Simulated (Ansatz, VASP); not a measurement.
## One calculation of AlN, two programs

```
Al N
1.0
     3.36770    0.00000    0.00000
    -1.68385    2.91652    0.00000
     0.00000    0.00000    4.36084
Al N
2 2
Direct
  0.33333 0.66667 0.75000
  0.66667 0.33333 0.25000
  0.33333 0.66667 0.25000
  0.66667 0.33333 0.75000
```

Alike in both runs: task single point; functional PBEsol; k mesh 9 × 9 × 6; occupations gaussian, width 0.05 eV; no spin polarisation.

|  | VASP | Ansatz |
| --- | --- | --- |
| version | VASP 6.6.1 | Ansatz 0.2.0 |
| potentials or method | VASP PAW PBE potentials, release 64 (Al, N), cutoff 520 eV | scalar-relativistic, plane waves, PAW |
| valence electrons in the cell | 16 | 16 |

Ansatz gave:

```
gap on the k mesh at the Fermi level (eV)                     : 2.56
least direct gap on the mesh (eV)                             : 2.56
pressure (GPa)                                                : -15.6
traceless stress, the component that is largest in VASP (GPa) : -0.27
```

Q: Which values does VASP return?

A: gap on the k mesh at the Fermi level (eV): 2.57; least direct gap on the mesh (eV): 2.57; pressure (GPa): -15.7; traceless stress, the component that is largest in VASP (GPa): -0.29.

VASP's potentials were made for PBE, not for PBEsol, and Ansatz warns of the same on its side.
